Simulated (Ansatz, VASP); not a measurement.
## Ni in VASP and in Ansatz

```
CELL_PARAMETERS angstrom
0.00000 2.32414 2.32414
2.32414 0.00000 2.32414
2.32414 2.32414 0.00000
ATOMIC_POSITIONS crystal
Ni 0.00000 0.00000 0.00000
Ni 0.50000 0.50000 0.50000
```

Alike in both runs: functional PBE; k mesh 12 × 12 × 12; occupations fermi-dirac, width 0.05 eV; collinear spin.

Ansatz relaxed the structure, and its values are those at the end. VASP's run is a single point on that final structure, the one shown.

```csv
,VASP,Ansatz
version,VASP 6.6.1,Ansatz 0.2.0
potentials or method,"VASP PAW PBE potentials, release 64 (Ni), cutoff 520 eV","plane waves (420 eV) with PAW, scalar-relativistic"
valence electrons in the cell,20,36
```

|  | VASP | Ansatz | Ansatz less VASP |
| --- | --- | --- | --- |
| pressure (GPa) | 0.0 | 0.0 | +0.03 |
| net moment per atom (μB) | 0.00 | 0.00 | 0.000 |

The functional is the same, so the differences come from potentials, cutoffs and numerics. VASP's potentials hold 20 valence electrons a cell and Ansatz's 36, so a difference there can come from the potentials and not from the codes. Ansatz's warnings: seeded moment not kept.
